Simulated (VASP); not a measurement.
# Ir (Fm-3m) in VASP: a series of runs

Ir is run at these levels: PBE; tasks: single point, relaxation of cell and atoms.

All numbers are computed with VASP 6.6.1; they aren't measurements. Logs are shortened: lines on timing, memory, paths and dates and some standing lists are left out, and cuts for length are marked.

## (1) The cell of the first run

Symmetry: Fm-3m, No. 225, cubic system. The conventional cell has a = 3.876 Å, b = 3.876 Å, c = 3.876 Å, α = 90.00°, β = 90.00°, γ = 90.00°. Ir (site symmetry m-3m) has 12 Ir at 2.74 Å within 3.6 Å.

## (2) Single point, PBE

INCAR reads:

```
SYSTEM = Ir
  ALGO = Fast
  EDIFF = 1E-6
  ENCUT = 520
  GGA = PE
  ISIF = 2
  ISMEAR = 0
  LASPH = .True.
  LCHARG = .True.
  LELF = .True.
  LREAL = .False.
  LVHAR = .True.
  LWAVE = .False.
  NBANDS = 10
  NELM = 80
  PREC = Accurate
  SIGMA = 0.1
```

KPOINTS reads:

```
k-points
0
Gamma
  8 8 8
  0 0 0
```

POSCAR reads:

```
Ir
1.0
    0.0000000000      1.9380596436      1.9380596436
    1.9380596436      0.0000000000      1.9380596436
    1.9380596436      1.9380596436      0.0000000000
Ir
1
Direct
    0.0000000000      0.0000000000      0.0000000000
```

Potentials or basis: VASP PAW PBE potentials, release 64 (Ir).

Launch:

```sh
cat potpaw_PBE.64/Ir/POTCAR > POTCAR
mpirun -np 1 vasp_std > vasp.out
```

OUTCAR:

```text
SYSTEM = Ir
   EDIFF = 1E-6
   ENCUT = 520
   GGA = PE
   ISIF = 2
   ISMEAR = 0
   LASPH = .True.
   LREAL = .False.
   NELM = 80
   PREC = Accurate

 ion  position               nearest neighbor table
   1  0.000  0.000  0.000-

  LATTYP: Found a face centered cubic cell.
 ALAT       =     3.8761192872

  Lattice vectors:

 A1 = (   0.0000000000,   1.9380596436,   1.9380596436)
 A2 = (   1.9380596436,   0.0000000000,   1.9380596436)
 A3 = (   1.9380596436,   1.9380596436,   0.0000000000)

Analysis of symmetry for initial positions (statically):
=====================================================================
 Subroutine PRICEL returns:
 Original cell was already a primitive cell.

 Routine SETGRP: Setting up the symmetry group for a
 face centered cubic supercell.

 Subroutine GETGRP returns: Found 48 space group operations
 (whereof 48 operations were pure point group operations)
 out of a pool of 48 trial point group operations.

The static configuration has the point symmetry O_h .

Analysis of symmetry for dynamics (positions and initial velocities):
=====================================================================
 Subroutine PRICEL returns:
 Original cell was already a primitive cell.

 Routine SETGRP: Setting up the symmetry group for a
 face centered cubic supercell.

 Subroutine GETGRP returns: Found 48 space group operations
 (whereof 48 operations were pure point group operations)
 out of a pool of 48 trial point group operations.

The dynamic configuration has the point symmetry O_h .

 Subroutine INISYM returns: Found 48 space group operations
 (whereof 48 operations are pure point group operations),
 and found     1 'primitive' translations

----------------------------------------------------------------------------------------

                                     Primitive cell

  volume of cell :      14.5590

  direct lattice vectors                    reciprocal lattice vectors
     0.000000000  1.938059644  1.938059644    -0.257989996  0.257989996  0.257989996
     1.938059644  0.000000000  1.938059644     0.257989996 -0.257989996  0.257989996
     1.938059644  1.938059644  0.000000000     0.257989996  0.257989996 -0.257989996

  length of vectors
     2.740830233  2.740830233  2.740830233     0.446851781  0.446851781  0.446851781

  position of ions in fractional coordinates (direct lattice)
     0.000000000  0.000000000  0.000000000

  ion indices of the primitive-cell ions
   primitive index   ion index
                 1           1
[... 72 lines left out ...]
   EDIFF  = 0.1E-05   stopping-criterion for ELM
   LREAL  =      F    real-space projection
   EDIFFG = 0.1E-04   stopping-criterion for IOM
   NSW    =      0    number of steps for IOM
   IBRION =     -1    ionic relax: 0-MD 1-quasi-New 2-CG
   NFREE  =      0    steps in history (QN), initial steepest desc. (CG)
   ISIF   =      2    stress and relaxation
   ISYM   =      2    0-nonsym 1-usesym 2-fastsym
   POTIM  = 0.5000    time-step for ionic-motion
   TEBEG  =    0.0;   TEEND  =   0.0 temperature during run
   PSTRESS=    0.0 pullay stress
   NELECT =       9.0000    total number of electrons
   NUPDOWN=      -1.0000    fix difference up-down
   EMIN   =  10.00;   EMAX   =-10.00  energy-range for DOS
   EFERMI =   0.00;   METHOD = LEGACY
   ISMEAR =     0;   SIGMA  =   0.10  broadening in eV -4-tet -1-fermi 0-gaus
   EFERMI_NEDOS =   21; number of points for ismear=-14 and -15
   IALGO  =     68    algorithm
   IMIX   =      4    mixing-type and parameters
     AMIX     =   0.40;   BMIX     =  1.00
     AMIX_MAG =   1.60;   BMIX_MAG =  1.00
  volume/ion in A,a.u.               =      14.56        98.25
  Fermi-wavevector in a.u.,A,eV,Ry     =   1.394586  2.635385 26.461552  1.944869
  Thomas-Fermi vector in A             =   2.518120
   LORBIT       =      0    0 simple, 1 ext, 2 COOP (PROOUT), +10 PAW based schemes
   GGA     = PE    functional components
   LHFCALC =     F    Hartree Fock is set to
   AEXX    =    0.0000 exact exchange contribution
   IVDW    =     0    specifies the selected vdW correction
   LEPSILON=     F    determine dielectric tensor
   LRPA    =     F    only Hartree local field effects (RPA)
 non-spin polarized calculation
 RMM-DIIS sequential band-by-band and
 Gauss-broadening in eV      SIGMA  =   0.10
  energy-cutoff  :      520.00
  volume of cell :       14.56
 maximum number of plane-waves:       399
   NGX = 11   NGY = 11   NGZ = 11

 number of electron       9.0000000 magnetization

 Free energy of the ion-electron system (eV)
  ---------------------------------------------------
  ext. energy  EPLUGINS =         0.00000000
  ---------------------------------------------------
  free energy    TOTEN  =        -8.78209812 eV

  energy without entropy =       -8.77319278  energy(sigma->0) =       -8.77764545

 E-fermi :   9.9658     XC(G=0): -13.8167

 val. band max:        9.9220194103   @ k =  -0.3750   0.1250   0.0000
 cond. band min:       9.9857179421   @ k =  -0.3750   0.2500   0.0000
 fundamental gap:      0.0636985318
 Fermi energy:         9.9657987230

 k-point     1 :       0.0000    0.0000    0.0000
  band No.  band energies     occupation
      1      -0.8978      2.00000
      2       6.1962      2.00000
      3       6.1962      2.00000
      4       6.1962      2.00000
      5       8.7754      2.00000
      6       8.7754      2.00000
      7      24.2784      0.00000
      8      29.7162      0.00000
      9      29.7162      0.00000
     10      29.7162      0.00000
[... 287 lines left out ...]
 k-point    24 :      -0.3750    0.2500    0.1250
  band No.  band energies     occupation
      1       3.5422      2.00000
      2       4.9180      2.00000
      3       6.4521      2.00000
      4       7.4558      2.00000
      5      10.4650      0.00000
      6      14.9523      0.00000
      7      16.3538      0.00000
      8      25.4706      0.00000
      9      25.4710      0.00000
     10      29.4980      0.00000

 [... further k-points ...]
[... 5 lines left out ...]
  --------------------------------------------------------------------------------------
  -------------------------------------------------------------------------------------
  Total        0.0235864      0.0235864      0.0235864      0.0000000      0.0000000      0.0000000
  in kB        2.5956187      2.5956187      2.5956187      0.0000000      0.0000000      0.0000000
  external PRESSURE =       2.5956187 kB  Pullay stress =       0.0000000 kB

 VOLUME and BASIS-vectors are now :
 -----------------------------------------------------------------------------
  energy-cutoff  :      520.00
  volume of cell :       14.56
      direct lattice vectors                 reciprocal lattice vectors
     0.000000000  1.938059644  1.938059644    -0.257989996  0.257989996  0.257989996
     1.938059644  0.000000000  1.938059644     0.257989996 -0.257989996  0.257989996
     1.938059644  1.938059644  0.000000000     0.257989996  0.257989996 -0.257989996

 POSITION                                       TOTAL-FORCE (eV/Angst)
 -----------------------------------------------------------------------------------
      0.00000      0.00000      0.00000        -0.000000      0.000000     -0.000000
 -----------------------------------------------------------------------------------
    total drift:                                0.000000      0.000000     -0.000000

  FREE ENERGIE OF THE ION-ELECTRON SYSTEM (eV)
  ---------------------------------------------------
  free  energy   TOTEN  =        -8.7820981206 eV

  energy  without entropy=       -8.7731927814  energy(sigma->0) =       -8.77764545
```

It took 2.9 s on 1 thread of Intel Xeon 6975P-C (Granite Rapids), shared host; peak memory 0.12 GiB.

What came out:

```yaml
Free_energy: -8.7821 eV
Pressure: 0.3 GPa
```

Caveat: spin-orbit coupling is left out, which moves the levels of the heavy elements.

## (3) Relaxation of cell and atoms, PBE

This run uses another cell than the first one, of 14.06 Å³/atom, 0.966 times its volume.

INCAR reads:

```
SYSTEM = Ir
  ALGO = Normal
  EDIFF = 1E-7
  EDIFFG = -0.05
  ENCUT = 600
  GGA = PE
  IBRION = 2
  ISIF = 3
  ISMEAR = 0
  LASPH = .TRUE.
  LCHARG = .FALSE.
  LREAL = .FALSE.
  LWAVE = .FALSE.
  NELM = 100
  NSW = 100
  PREC = Accurate
  SIGMA = 0.1
```

KPOINTS reads:

```
k-points
0
G
  8 8 8
  0 0 0
```

POSCAR reads:

```
Ir
1.0
    0.0000000000      1.9156000000      1.9156000000
    1.9156000000      0.0000000000      1.9156000000
    1.9156000000      1.9156000000      0.0000000000
Ir
1
Direct
    0.0000000000      0.0000000000      0.0000000000
```

Potentials or basis: VASP PAW PBE potentials, release 64 (Ir).

Launch:

```sh
cat potpaw_PBE.64/Ir/POTCAR > POTCAR
mpirun -np 1 vasp_std > vasp.out
```

It took 6.8 s on 1 thread of Intel Xeon 6975P-C (Granite Rapids), shared host; peak memory 0.15 GiB.

It converged, with:

```
Free energy                            : -8.7823 eV
Relaxed volume                         : 14.58 Å³/atom
Relaxed cell                           : a = 2.742 Å, b = 2.742 Å, c = 2.742 Å, α = 60.00°, β = 60.00°, γ = 60.00°
Space group after relaxing (to 0.05 Å) : Fm-3m (No. 225)
Energy gained by relaxing              : 21.4 meV/atom
Ionic steps                            : 4
Pressure after relaxing                : -0.1 GPa
```

The path:
```csv
step,energy change (eV),largest force (eV/Å),pressure (GPa),volume (Å³)
1,0.0000,0.0000,13.75,14.06
2,0.2228,0.0000,-32.66,16.66
3,-0.0213,0.0000,-0.75,14.61
4,-0.0214,0.0000,-0.07,14.58
```

Final structure:
```cif
data_structure
_symmetry_space_group_name_H-M 'P 1'
_symmetry_Int_Tables_number 1
_cell_length_a 2.7421
_cell_length_b 2.7421
_cell_length_c 2.7421
_cell_angle_alpha 60.000
_cell_angle_beta 60.000
_cell_angle_gamma 60.000
_cell_volume 14.58
loop_
_atom_site_label
_atom_site_type_symbol
_atom_site_fract_x
_atom_site_fract_y
_atom_site_fract_z
_atom_site_occupancy
Ir1 Ir 0.00000 0.00000 0.00000 1
```

Levels at points of the mesh, in eV from the Fermi level:
```csv
k point,band 1,band 2,band 3,band 4,band 5,band 6,band 7,band 8
"(0.00, 0.00, 0.00)",-10.85,-3.76,-3.76,-3.76,-1.19,-1.19,14.32,19.75
"(0.50, 0.00, 0.00)",-7.84,-3.85,-3.85,-0.73,0.80,0.80,6.91,13.87
"(0.50, 0.50, 0.00)",-7.61,-7.07,0.77,1.34,1.34,1.65,10.06,11.52
```

Caveat: spin-orbit coupling is left out, which moves the levels of the heavy elements. PBE usually gives volumes a little too large and moduli too small.

## (4) Single point, PBE

This run uses another cell than the first one, of 14.50 Å³/atom, 0.996 times its volume.

INCAR reads:

```
PREC = Accurate ; ENCUT = 520
EDIFF = 1E-6 ; ISMEAR = 0
SIGMA = 0.1 ; LREAL = F
LASPH = T ; NELM = 100
ALGO = Normal ; ISIF = 2
LWAVE = F ; LCHARG = F
GGA = PE ; NBANDS = 10
```

KPOINTS reads:

```
Automatic mesh
0
Gamma
  18 18 18
```

POSCAR reads:

```
Ir
1.0
    0.0000000000      1.9353304886      1.9353304886
    1.9353304886      0.0000000000      1.9353304886
    1.9353304886      1.9353304886      0.0000000000
Ir
1
Direct
    0.0000000000      0.0000000000      0.0000000000
```

Launch:

```sh
cat potpaw_PBE.64/Ir/POTCAR > POTCAR
mpirun -np 1 vasp_std > vasp.out
```

Run time: 8.2 s. Hardware: 1 thread of Intel Xeon 6975P-C (Granite Rapids), shared host; peak memory 0.15 GiB.

Results (log left out):

```
Free energy : -8.8538 eV
Pressure    : 0.5 GPa
```

Levels at points of the mesh, in eV from the Fermi level:
```tsv
k point	band 2	band 3	band 4	band 5	band 6	band 7
(0.00, 0.00, 0.00)	-3.77	-3.77	-3.77	-1.19	-1.19	14.34
(0.50, 0.00, 0.00)	-3.87	-3.87	-0.73	0.82	0.82	6.99
(0.50, 0.50, 0.00)	-7.11	0.79	1.38	1.38	1.67	10.15
```

Caveat: spin-orbit coupling is left out, which moves the levels of the heavy elements.

## (5) Overview

```tsv
task	cell	k mesh	cutoff (eV)	gap on the mesh (eV)	pressure (GPa)
single point	a = 2.741 Å, angles 60.0°, 1 atom	8 × 8 × 8	520	none	0.3
relaxation of cell and atoms	relaxed from a = 2.709 Å, angles 60.0°, 1 atom	8 × 8 × 8	600	none	-0.1
single point	a = 2.737 Å, angles 60.0°, 1 atom	18 × 18 × 18	520	none	0.5
```

Alike in all rows: level PBE; potentials or basis VASP PAW PBE potentials, release 64 (Ir); no spin polarisation; smearing gaussian 0.1 eV.

Caveats: spin-orbit coupling is left out, which moves the levels of the heavy elements.

Total energies depend on the potentials used, so only differences within one code and one set of settings carry meaning.
